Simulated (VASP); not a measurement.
# BiH (Pmma) in VASP: a series of runs

Runs on BiH. Level: PBE. Tasks: single point, relaxation of cell and atoms.

Everything below comes from runs of VASP 6.6.1. Logs are shortened: lines on timing, memory, paths and dates and some standing lists are left out, and cuts for length are marked.

## 1. The cell of the first run

Symmetry: Pmma, No. 51, orthorhombic system. Conventional cell: a = 4.783 Å, b = 3.165 Å, c = 4.883 Å, α = 90.00°, β = 90.00°, γ = 90.00°. Within 3.9 Å of Bi (site symmetry mm2) lie 8 H at 2.91 to 2.93 Å and 6 Bi at 3.01 to 3.88 Å. H (site symmetry mm2) has 8 Bi at 2.91 to 2.93 Å and 6 H at 3.01 to 3.87 Å within 3.9 Å.

## 2. Single point, PBE

Input file INCAR:

```
ALGO = Fast
EDIFF = 1E-7
ENCUT = 520
GGA = PE
ISIF = 2
ISMEAR = 0
LASPH = True
LCHARG = False
LREAL = False
LWAVE = False
NBANDS = 24
NELM = 80
PREC = Accurate
SIGMA = 0.1
```

Input file KPOINTS:

```
k-points
0
Gamma
  4 6 4
```

Input file POSCAR:

```
BiH
1.0
    4.7826729392      0.0000000000      0.0000000000
    0.0000000000      3.1650041510      0.0000000000
    0.0000000000      0.0000000000      4.8831492615
Bi H
2 2
Direct
    0.7500000000      0.0000000000      0.6870000000
    0.2500000000      0.0000000000      0.3130000000
    0.7500000000      0.5000000000      0.1880000000
    0.2500000000      0.5000000000      0.8120000000
```

Potentials or basis: VASP PAW PBE potentials, release 64 (Bi_d, H).

Launch:

```console
$ cat potpaw_PBE.64/Bi_d/POTCAR potpaw_PBE.64/H/POTCAR > POTCAR
$ mpirun -np 1 vasp_std > vasp.out
```

OUTCAR:

```text
EDIFF = 1E-7
   ENCUT = 520
   GGA = PE
   ISIF = 2
   ISMEAR = 0
   LASPH = True
   LREAL = False
   NELM = 80
   PREC = Accurate

 ion  position               nearest neighbor table
   1  0.750  0.000  0.687-   2 3.01   2 3.01   2 3.88   2 3.88
   2  0.250  0.000  0.313-   1 3.01   1 3.01   1 3.88   1 3.88
   3  0.750  0.500  0.188-
   4  0.250  0.500  0.812-

  LATTYP: Found a simple orthorhombic cell.
 ALAT       =     3.1650041510
 B/A-ratio  =     1.5111111111
 C/A-ratio  =     1.5428571428

  Lattice vectors:

 A1 = (   0.0000000000,  -3.1650041510,   0.0000000000)
 A2 = (   4.7826729392,   0.0000000000,   0.0000000000)
 A3 = (   0.0000000000,   0.0000000000,   4.8831492615)

Analysis of symmetry for initial positions (statically):
=====================================================================
 Subroutine PRICEL returns:
 Original cell was already a primitive cell.

 Routine SETGRP: Setting up the symmetry group for a
 simple orthorhombic supercell.

 Subroutine GETGRP returns: Found  8 space group operations
 (whereof  4 operations were pure point group operations)
 out of a pool of  8 trial point group operations.

The static configuration has the point symmetry C_2h.
 The point group associated with its full space group is D_2h.

Analysis of symmetry for dynamics (positions and initial velocities):
=====================================================================
 Subroutine PRICEL returns:
 Original cell was already a primitive cell.

 Routine SETGRP: Setting up the symmetry group for a
 simple orthorhombic supercell.

 Subroutine GETGRP returns: Found  8 space group operations
 (whereof  4 operations were pure point group operations)
 out of a pool of  8 trial point group operations.

The dynamic configuration has the point symmetry C_2h.
 The point group associated with its full space group is D_2h.

 Subroutine INISYM returns: Found  8 space group operations
 (whereof  4 operations are pure point group operations),
 and found     1 'primitive' translations

----------------------------------------------------------------------------------------

                                     Primitive cell

  volume of cell :      73.9171

  direct lattice vectors                    reciprocal lattice vectors
     4.782672939  0.000000000  0.000000000     0.209088100  0.000000000  0.000000000
     0.000000000  3.165004151  0.000000000     0.000000000  0.315955352  0.000000000
     0.000000000  0.000000000  4.883149261     0.000000000  0.000000000  0.204785876

  length of vectors
     4.782672939  3.165004151  4.883149261     0.209088100  0.315955352  0.204785876

  position of ions in fractional coordinates (direct lattice)
     0.750000000  0.000000000  0.687000000
     0.250000000  0.000000000  0.313000000
     0.750000000  0.500000000  0.188000000
     0.250000000  0.500000000  0.812000000

  ion indices of the primitive-cell ions
   primitive index   ion index
                 1           1
                 2           2
                 3           3
                 4           4

----------------------------------------------------------------------------------------

 KPOINTS: k-points

Automatic generation of k-mesh.
 Grid dimensions read from file:
 generate k-points for:    4    6    4

 Generating k-lattice:

  Cartesian coordinates                     Fractional coordinates (reciprocal lattice)
     0.052272025  0.000000000  0.000000000     0.250000000  0.000000000  0.000000000
     0.000000000  0.052659225  0.000000000     0.000000000  0.166666667  0.000000000
     0.000000000  0.000000000  0.051196469     0.000000000  0.000000000  0.250000000

  Length of vectors
     0.052272025  0.052659225  0.051196469

  Shift w.r.t. Gamma in fractional coordinates (k-lattice)
     0.000000000  0.000000000  0.000000000

 Subroutine IBZKPT returns following result:
 ===========================================

 Found     36 irreducible k-points:

 Following reciprocal coordinates:
            Coordinates               Weight
  0.000000  0.000000  0.000000      1.000000
  0.250000  0.000000  0.000000      2.000000
  0.500000  0.000000  0.000000      1.000000
  0.000000  0.166667  0.000000      2.000000
  0.250000  0.166667  0.000000      4.000000
  0.500000  0.166667  0.000000      2.000000
[... 16 lines left out ...]
  0.250000  0.500000  0.250000      4.000000
  0.500000  0.500000  0.250000      2.000000
 [... further k-points ...]
   k-points           NKPTS =     36   k-points in BZ     NKDIM =     36   number of bands    NBANDS=     24
   number of dos      NEDOS =    301   number of ions     NIONS =      4
   total plane-waves  NPLWV =  31104
   dimension x,y,z NGX =    36 NGY =   24 NGZ =   36
   dimension x,y,z NGXF=    72 NGYF=   48 NGZF=   72
   ions per type =               2   2
   NGX,Y,Z   is equivalent  to a cutoff of  12.51, 12.61, 12.26 a.u.
   NGXF,Y,Z  is equivalent  to a cutoff of  25.03, 25.21, 24.51 a.u.
 SYSTEM =  unknown system
   PREC   = accura    normal or accurate (medium, high low for compatibility)
   ISTART =      0    job   : 0-new  1-cont  2-samecut
   ICHARG =      2    charge: 1-file 2-atom 10-const
   ISPIN  =      1    spin polarized calculation?
   LNONCOLLINEAR =      F non collinear calculations
   LSORBIT =      F    spin-orbit coupling
   LASPH  =      T    aspherical Exc in radial PAW
   ENCUT  =  520.0 eV  38.22 Ry    6.18 a.u.   8.89  5.88  9.08*2*pi/ulx,y,z
   NELM   =     80;   NELMIN=  2; NELMDL= -5     # of ELM steps
   EDIFF  = 0.1E-06   stopping-criterion for ELM
   LREAL  =      F    real-space projection
   EDIFFG = 0.1E-05   stopping-criterion for IOM
   NSW    =      0    number of steps for IOM
   IBRION =     -1    ionic relax: 0-MD 1-quasi-New 2-CG
   NFREE  =      0    steps in history (QN), initial steepest desc. (CG)
   ISIF   =      2    stress and relaxation
   ISYM   =      2    0-nonsym 1-usesym 2-fastsym
   POTIM  = 0.5000    time-step for ionic-motion
   TEBEG  =    0.0;   TEEND  =   0.0 temperature during run
   PSTRESS=    0.0 pullay stress
   NELECT =      32.0000    total number of electrons
   NUPDOWN=      -1.0000    fix difference up-down
   EMIN   =  10.00;   EMAX   =-10.00  energy-range for DOS
   EFERMI =   0.00;   METHOD = LEGACY
   ISMEAR =     0;   SIGMA  =   0.10  broadening in eV -4-tet -1-fermi 0-gaus
   EFERMI_NEDOS =   21; number of points for ismear=-14 and -15
   IALGO  =     68    algorithm
   IMIX   =      4    mixing-type and parameters
     AMIX     =   0.40;   BMIX     =  1.00
     AMIX_MAG =   1.60;   BMIX_MAG =  1.00
  volume/ion in A,a.u.               =      18.48       124.70
  Fermi-wavevector in a.u.,A,eV,Ry     =   1.238444  2.340321 20.867860  1.533744
  Thomas-Fermi vector in A             =   2.372969
   LORBIT       =      0    0 simple, 1 ext, 2 COOP (PROOUT), +10 PAW based schemes
   GGA     = PE    functional components
   LHFCALC =     F    Hartree Fock is set to
   AEXX    =    0.0000 exact exchange contribution
   IVDW    =     0    specifies the selected vdW correction
   LEPSILON=     F    determine dielectric tensor
   LRPA    =     F    only Hartree local field effects (RPA)
 non-spin polarized calculation
 RMM-DIIS sequential band-by-band and
 Gauss-broadening in eV      SIGMA  =   0.10
  energy-cutoff  :      520.00
  volume of cell :       73.92
 maximum number of plane-waves:      2016
 NGX is ok and might be reduce to    36
   NGX = 17   NGY = 11   NGZ = 19

 number of electron      32.0000010 magnetization

 Free energy of the ion-electron system (eV)
  ---------------------------------------------------
  ext. energy  EPLUGINS =         0.00000000
  ---------------------------------------------------
  free energy    TOTEN  =       -11.21745191 eV

  energy without entropy =      -11.20424193  energy(sigma->0) =      -11.21084692

 E-fermi :   6.2398     XC(G=0):  -9.9600

 val. band max:        6.2116882377   @ k =   0.0000   0.3333   0.0000
 cond. band min:       6.2662583684   @ k =   0.2500   0.1667   0.5000
 fundamental gap:      0.0545701307
 Fermi energy:         6.2398353490

 k-point     1 :       0.0000    0.0000    0.0000
  band No.  band energies     occupation
      1     -17.0193      2.00000
      2     -16.9514      2.00000
      3     -16.8707      2.00000
      4     -16.7889      2.00000
      5     -16.7070      2.00000
      6     -16.6796      2.00000
[... 16 lines left out ...]
     23      17.4891      0.00000
     24      17.9138      0.00000

 k-point     2 :       0.2500    0.0000    0.0000
  band No.  band energies     occupation
      1     -17.0078      2.00000
      2     -16.9618      2.00000
      3     -16.8513      2.00000
      4     -16.7317      2.00000
      5     -16.7046      2.00000
      6     -16.6850      2.00000
[... 16 lines left out ...]
     23      15.8914      0.00000
     24      17.6388      0.00000

 k-point     3 :       0.5000    0.0000    0.0000
  band No.  band energies     occupation
      1     -16.9827      2.00000
      2     -16.9827      2.00000
      3     -16.7810      2.00000
      4     -16.7810      2.00000
      5     -16.6962      2.00000
      6     -16.6962      2.00000
[... 16 lines left out ...]
     23      17.8023      0.00000
     24      17.8026      0.00000
[... 514 lines left out ...]
 k-point    23 :       0.2500    0.5000    0.2500
  band No.  band energies     occupation
      1     -16.9018      2.00000
      2     -16.8423      2.00000
      3     -16.8158      2.00000
      4     -16.7405      2.00000
      5     -16.7331      2.00000
      6     -16.7296      2.00000
[... 16 lines left out ...]
     23      13.6677      0.00000
     24      14.7682      0.00000

 k-point    24 :       0.5000    0.5000    0.2500
  band No.  band energies     occupation
      1     -16.8351      2.00000
      2     -16.8351      2.00000
      3     -16.8343      2.00000
      4     -16.8343      2.00000
      5     -16.7134      2.00000
      6     -16.7134      2.00000
[... 16 lines left out ...]
     23      15.5813      0.00000
     24      15.5813      0.00000

 [... further k-points ...]

------------------------ aborting loop because EDIFF is reached ----------------------------------------

  FORCE on cell =-STRESS in cart. coord.  units (eV):
  Direction    XX          YY          ZZ          XY          YZ          ZX
  --------------------------------------------------------------------------------------
  -------------------------------------------------------------------------------------
  Total        1.6848544      1.2339198     -1.0274850      0.0000000      0.0000000     -0.0000000
  in kB       36.5197670     26.7456131    -22.2710714      0.0000000      0.0000000     -0.0000000
  external PRESSURE =      13.6647696 kB  Pullay stress =       0.0000000 kB

 VOLUME and BASIS-vectors are now :
 -----------------------------------------------------------------------------
  energy-cutoff  :      520.00
  volume of cell :       73.92
      direct lattice vectors                 reciprocal lattice vectors
     4.782672939  0.000000000  0.000000000     0.209088100  0.000000000  0.000000000
     0.000000000  3.165004151  0.000000000     0.000000000  0.315955352  0.000000000
     0.000000000  0.000000000  4.883149261     0.000000000  0.000000000  0.204785876

 POSITION                                       TOTAL-FORCE (eV/Angst)
 -----------------------------------------------------------------------------------
      3.58700      0.00000      3.35472        -0.000000      0.000000      1.279644
      1.19567      0.00000      1.52843         0.000000      0.000000     -1.279644
      3.58700      1.58250      0.91803        -0.000000      0.000000      0.056022
      1.19567      1.58250      3.96512        -0.000000     -0.000000     -0.056022
 -----------------------------------------------------------------------------------
    total drift:                                0.000000      0.000000      0.000000

  FREE ENERGIE OF THE ION-ELECTRON SYSTEM (eV)
  ---------------------------------------------------
  free  energy   TOTEN  =       -11.2174519073 eV

  energy  without entropy=      -11.2042419299  energy(sigma->0) =      -11.21084692
```

Wall time 35 s (1 thread of Oxide Virtual Turin-like, shared host); peak memory 0.17 GiB.

What came out:

* Free energy: -11.2175 eV
* Pressure: 1.4 GPa
* Largest force: 1.280 eV/Å
* Band gap on the k mesh: zero (bands 16 and 17 overlap by 4.60 eV)

Forces on the atoms (eV/Å):
```
Bi   0.000  0.000  1.280
Bi   0.000  0.000 -1.280
H    0.000  0.000  0.056
H    0.000  0.000 -0.056
```

Caveat: the stress differs along the axes, from -2 to 4 GPa; spin-orbit coupling is left out, which moves the levels of the heavy elements; forces of over 1 eV/Å act on the atoms, so gaps and moduli don't describe the material at rest.

## 3. Single point, PBE

This run uses another cell than the first one, of 23.40 Å³/atom.

Input file INCAR:

```
PREC     = Accurate       # precision mode
ENCUT    = 520            # plane-wave cutoff, eV
EDIFF    = 1E-6           # SCF threshold, eV
ISMEAR   = 0              # smearing method
SIGMA    = 0.1            # smearing width, eV
LREAL    = F              # projectors in reciprocal space
LASPH    = T              # aspherical terms in the spheres
NELM     = 100            # most SCF steps
ALGO     = Normal         # electronic algorithm
ISIF     = 2              # what is computed and relaxed
LWAVE    = F              # write WAVECAR
LCHARG   = F              # write CHGCAR
GGA      = PE             # functional
NBANDS   = 24             # bands
```

Input file KPOINTS:

```
Automatic mesh
0
Gamma
  4 6 4
```

Input file POSCAR:

```
BiH
1.0
    4.6011822271      0.0000000000      0.0000000000
    0.0000000000      4.2278958314      0.0000000000
    0.0000000000      0.0000000000      4.8123626846
Bi H
2 2
Direct
    0.7500000000      0.0000000000      0.7099873604
    0.2500000000      0.0000000000      0.2900126396
    0.7500000000      0.5000000000     -0.3106631645
    0.2500000000      0.5000000000      1.3106631645
```

Potentials or basis: VASP PAW PBE potentials, release 64 (Bi_d, H).

Launch:

```console
$ cat potpaw_PBE.64/Bi_d/POTCAR potpaw_PBE.64/H/POTCAR > POTCAR
$ mpirun -np 1 vasp_std > vasp.out
```

OUTCAR:

```text
PREC = Accurate
   ENCUT = 520
   EDIFF = 1E-6
   ISMEAR = 0
   LREAL = F
   LASPH = T
   NELM = 100
   ISIF = 2
   GGA = PE

 ion  position               nearest neighbor table
   1  0.750  0.000  0.710-   3 2.12   3 2.12   2 3.06   2 3.06   2 3.62   2 3.62
   2  0.250  0.000  0.290-   4 2.12   4 2.12   1 3.06   1 3.06   1 3.62   1 3.62
   3  0.750  0.500  0.689-   1 2.12   1 2.12
   4  0.250  0.500  0.311-   2 2.12   2 2.12

  LATTYP: Found a simple orthorhombic cell.
 ALAT       =     4.2278958314
 B/A-ratio  =     1.0882912944
 C/A-ratio  =     1.1382405992

  Lattice vectors:

 A1 = (   0.0000000000,  -4.2278958314,   0.0000000000)
 A2 = (   4.6011822271,   0.0000000000,   0.0000000000)
 A3 = (   0.0000000000,   0.0000000000,   4.8123626846)

Analysis of symmetry for initial positions (statically):
=====================================================================
 Subroutine PRICEL returns:
 Original cell was already a primitive cell.
[... 173 lines left out ...]
  free energy    TOTEN  =       -13.11723795 eV

  energy without entropy =      -13.11144575  energy(sigma->0) =      -13.11434185

 E-fermi :   3.9325     XC(G=0):  -8.5217

 val. band max:        3.9276520419   @ k =   0.2500   0.0000   0.5000
 cond. band min:       3.9924700574   @ k =   0.0000   0.0000   0.5000
 fundamental gap:      0.0648180155
 Fermi energy:         3.9324620962

 k-point     1 :       0.0000    0.0000    0.0000
  band No.  band energies     occupation
      1     -18.8930      2.00000
      2     -18.7948      2.00000
      3     -18.7541      2.00000
      4     -18.7046      2.00000
      5     -18.6991      2.00000
      6     -18.6310      2.00000
[... 637 lines left out ...]
     23      14.0462      0.00000
     24      14.0513      0.00000

 [... further k-points ...]

------------------------ aborting loop because EDIFF is reached ----------------------------------------

  FORCE on cell =-STRESS in cart. coord.  units (eV):
  Direction    XX          YY          ZZ          XY          YZ          ZX
  --------------------------------------------------------------------------------------
  -------------------------------------------------------------------------------------
  Total        0.0017984     -0.0816033     -0.0334338      0.0000000      0.0000000      0.0000000
  in kB        0.0307791     -1.3965810     -0.5721953      0.0000000      0.0000000      0.0000000
  external PRESSURE =      -0.6459991 kB  Pullay stress =       0.0000000 kB

 VOLUME and BASIS-vectors are now :
 -----------------------------------------------------------------------------
  energy-cutoff  :      520.00
  volume of cell :       93.62
      direct lattice vectors                 reciprocal lattice vectors
     4.601182227  0.000000000  0.000000000     0.217335448  0.000000000  0.000000000
     0.000000000  4.227895831  0.000000000     0.000000000  0.236524276  0.000000000
     0.000000000  0.000000000  4.812362685     0.000000000  0.000000000  0.207798137

 POSITION                                       TOTAL-FORCE (eV/Angst)
 -----------------------------------------------------------------------------------
      3.45089      0.00000      3.41672         0.000000      0.000000      0.009896
      1.15030      0.00000      1.39565         0.000000      0.000000     -0.009896
      3.45089      2.11395      3.31734         0.000000      0.000000      0.004000
      1.15030      2.11395      1.49502        -0.000000     -0.000000     -0.004000
 -----------------------------------------------------------------------------------
    total drift:                                0.000000      0.000000      0.000000

  FREE ENERGIE OF THE ION-ELECTRON SYSTEM (eV)
  ---------------------------------------------------
  free  energy   TOTEN  =       -13.1172379530 eV

  energy  without entropy=      -13.1114457457  energy(sigma->0) =      -13.11434185
```

OSZICAR:

```text
N       E                     dE             d eps       ncg     rms          rms(c)
DAV:   1     0.312621365872E+03    0.31262E+03   -0.16525E+04  1728   0.146E+03
DAV:   2     0.138308484077E+02   -0.29879E+03   -0.28852E+03  1832   0.409E+02
DAV:   3    -0.126911648362E+02   -0.26522E+02   -0.26199E+02  2144   0.136E+02
DAV:   4    -0.135931363964E+02   -0.90197E+00   -0.90146E+00  2152   0.284E+01
DAV:   5    -0.136255243905E+02   -0.32388E-01   -0.32387E-01  2520   0.483E+00    0.388E+00
DAV:   6    -0.131675127503E+02    0.45801E+00   -0.25263E-01  2056   0.377E+00    0.153E+00
DAV:   7    -0.131123849480E+02    0.55128E-01   -0.18667E-01  2136   0.220E+00    0.413E-01
DAV:   8    -0.131189811713E+02   -0.65962E-02   -0.37768E-02  2016   0.145E+00    0.263E-01
DAV:   9    -0.131169087043E+02    0.20725E-02   -0.36971E-03  2096   0.526E-01    0.476E-02
DAV:  10    -0.131171761234E+02   -0.26742E-03   -0.12046E-03  2304   0.190E-01    0.241E-02
DAV:  11    -0.131172367793E+02   -0.60656E-04   -0.10241E-04  2208   0.599E-02    0.194E-02
DAV:  12    -0.131172363722E+02    0.40719E-06   -0.25803E-05  1600   0.261E-02    0.205E-03
DAV:  13    -0.131172376401E+02   -0.12680E-05   -0.43542E-06  1896   0.104E-02    0.232E-03
DAV:  14    -0.131172379530E+02   -0.31290E-06   -0.56017E-07  1400   0.501E-03
   1 F= -.13117238E+02 E0= -.13114342E+02  d E =-.579221E-02
```

It took 62 s on 1 thread of Oxide Virtual Turin-like, shared host; peak memory 0.19 GiB.

What came out:

```yaml
Free_energy: -13.1172 eV
Pressure: -0.1 GPa
Largest_force: 0.010 eV/Å
Band_gap_on_the_k_mesh: zero (bands 16 and 17 overlap by 0.11 eV)
```

Forces on the atoms (eV/Å):
```
Bi   0.000  0.000  0.010
Bi   0.000  0.000 -0.010
H    0.000  0.000  0.004
H    0.000  0.000 -0.004
```

Caveat: spin-orbit coupling is left out, which moves the levels of the heavy elements.

(Part 1 of 2 ends here.)

The gap in the log of VASP goes by the Fermi energy; the results here count the filled bands.